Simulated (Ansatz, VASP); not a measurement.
Rh: VASP beside Ansatz

Contents of INCAR:

```
SYSTEM = Rh
ALGO     = Normal         ! electronic algorithm
EDIFF    = 1E-6           ! SCF threshold, eV
ENCUT    = 520            ! plane-wave cutoff, eV
GGA      = PE             ! functional
ISIF     = 2              ! what is computed and relaxed
ISMEAR   = -1             ! smearing method
LASPH    = .True.         ! aspherical terms in the spheres
LCHARG   = .True.         ! write CHGCAR
LELF     = .True.         ! ELF
LREAL    = .False.        ! projectors in reciprocal space
LVHAR    = .True.       
LWAVE    = .False.        ! write WAVECAR
NBANDS   = 22             ! bands
NELM     = 100            ! most SCF steps
PREC     = Accurate       ! precision mode
SIGMA    = 0.08           ! smearing width, eV
```

Contents of KPOINTS:

```
k-points
0
Gamma
  11 11 11
  0 0 0
```

The input POSCAR:

```
Rh
1.0
    0.0000000000      2.8020285642      2.8020285642
    2.8020285642      0.0000000000      2.8020285642
    2.8020285642      2.8020285642      0.0000000000
Rh
2
Direct
    0.0000000000      0.0000000000      0.0000000000
    0.2500000000      0.2500000000      0.2500000000
```

Input for Ansatz:

```yaml
crystal:
  lattice:
    - [0.0, 2.8020285642, 2.8020285642]
    - [2.8020285642, 0.0, 2.8020285642]
    - [2.8020285642, 2.8020285642, 0.0]
  atoms:
    - { symbol: Rh, position: [0.0, 0.0, 0.0] }
    - { symbol: Rh, position: [0.25, 0.25, 0.25] }
kpoints:
  mp_grid: { grid: [11, 11, 11] }
scf:
  occupations: { method: fermi_dirac, width: 0.08 }
hamiltonian:
  xc: pbe
  pseudopotentials: { kind: all_electron, lapw: { basis_error: 0.001 } }
output:
  forces: true
  stress: true
  eigenvalues: true
```

Change from the starting cell: volume scaled by 1.05.

Alike in both runs: task single point; functional PBE; k mesh 11 × 11 × 11; occupations fermi-dirac, width 0.08 eV; no spin polarisation.

|  | VASP | Ansatz |
| --- | --- | --- |
| version | VASP 6.6.1 | Ansatz 0.2.0 |
| potentials or method | VASP PAW PBE potentials, release 64 (Rh_pv), cutoff 520 eV | all-electron LAPW, scalar-relativistic |

```csv
,VASP,Ansatz,Ansatz less VASP
pressure (GPa),-5.4,-5.5,-0.07
```

Ansatz ran all-electron here, and VASP with PAW potentials.
